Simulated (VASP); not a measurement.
Set up this calculation in VASP 6.6.1, as the native input.

```
Task                   : single point
Functional             : PBE
Potentials or basis    : VASP PAW PBE potentials, release 64 (Al, W_sv)
Cutoff                 : 520 eV
k mesh                 : 6 × 6 × 8
Occupations            : gaussian, width 0.1 eV
Spin                   : no spin polarisation
Dipole correction      : no
Further INCAR settings : ALGO = Fast; EDIFF = 1e-06; NBANDS = 25
```

The structure of Al6W lies in POSCAR:

```
Al6W
1.0
    5.6218703452      0.0000000000      0.0000000000
    0.0000000000      5.6218703452      0.0000000000
    0.0000000000      0.0000000000      3.7565594411
Al W
6 1
Direct
    0.7576874674      0.7576874674      0.0000000000
    0.2423125326      0.2423125326      0.0000000000
    0.2423125326      0.7576874674      0.0000000000
    0.7576874674      0.2423125326      0.0000000000
    0.5000000000      0.0000000000      0.5000000000
    0.0000000000      0.5000000000      0.5000000000
    0.5000000000      0.5000000000      0.5000000000
```

The input as run:

INCAR

```
ALGO = Fast ; EDIFF = 1E-6
ENCUT = 520 ; GGA = PE
ISIF = 2 ; ISMEAR = 0
LASPH = T ; LCHARG = F
LREAL = F ; LWAVE = F
NBANDS = 25 ; NELM = 100
PREC = Accurate ; SIGMA = 0.1
```

KPOINTS

```
k-points
0
Gamma
  6 6 8
```

Potentials or basis: VASP PAW PBE potentials, release 64 (Al, W_sv).

The run is started by

```bash
$ cat potpaw_PBE.64/Al/POTCAR potpaw_PBE.64/W_sv/POTCAR > POTCAR
$ mpirun -np 1 vasp_std > vasp.out
```

It gave:

| Quantity | Value |
| --- | --- |
| Pressure | 0.0 GPa |
| Band gap on the k mesh | zero (band 16 reaches 8.88 eV, above the bottom of band 17 at 7.07 eV) |

Caveat: spin-orbit coupling is left out, which moves the levels of the heavy elements.

Run time: 3.1 min on 1 thread of Intel(R) Xeon(R) Platinum 8375C CPU @ 2.90GHz (Ice Lake), with other jobs on the host, peak memory 0.29 GiB.
